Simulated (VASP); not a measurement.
Write the native input for VASP 6.6.1 that does the following.

```yaml
Task: single point
Functional: PBEsol
Potentials_or_basis: VASP PAW PBE potentials, release 64 (Sn_d, Se)
Cutoff: 520 eV
k_mesh: 8 × 8 × 6
Occupations: gaussian, width 0.02 eV
Spin: no spin polarisation
Dipole_correction: no
Further_INCAR_settings: ALGO = Normal; EDIFF = 1e-07; NBANDS = 28
```

The structure of SnSe lies in POSCAR:

```
SnSe
1.0
    2.0845746000     -5.6504717000      0.0000000000
    2.0845746000      5.6504717000      0.0000000000
    0.0000000000      0.0000000000      4.2376852000
Sn Se
2 2
Direct
    0.8797369915      0.1202630085      0.2500000000
    0.1202630085      0.8797369915      0.7500000000
    0.6258787104      0.3741212896      0.2500000000
    0.3741212896      0.6258787104      0.7500000000
```

This cell differs from its parent crystal: strained.

The input as run:

INCAR

```
PREC = Accurate
ENCUT = 520
EDIFF = 1E-7
ISMEAR = 0
SIGMA = 0.02
LREAL = False
LASPH = True
NELM = 80
ALGO = Normal
ISIF = 2
LWAVE = False
LCHARG = False
GGA = PS
NBANDS = 28
```

KPOINTS

```
Automatic mesh
0
Gamma
  8 8 6
```

Potentials or basis: VASP PAW PBE potentials, release 64 (Sn_d, Se).

The run is started by

```console
$ cat potpaw_PBE.64/Sn_d/POTCAR potpaw_PBE.64/Se/POTCAR > POTCAR
$ mpirun -np 1 vasp_std > vasp.out
```

It gave:

```yaml
Pressure: -0.2 GPa
Largest_force: 0.700 eV/Å
Band_gap_on_the_k_mesh: 0.01 eV (least direct gap 0.09 eV)
```

Caveat: the cell differs from its parent crystal (strained); the PAW data sets were made with another functional, which shifts forces and pressure a little; spin-orbit coupling is left out, which moves the levels of the heavy elements.

Wall time 6.5 min on 1 thread of Intel Xeon 8259CL (shared host), peak memory 0.39 GiB.
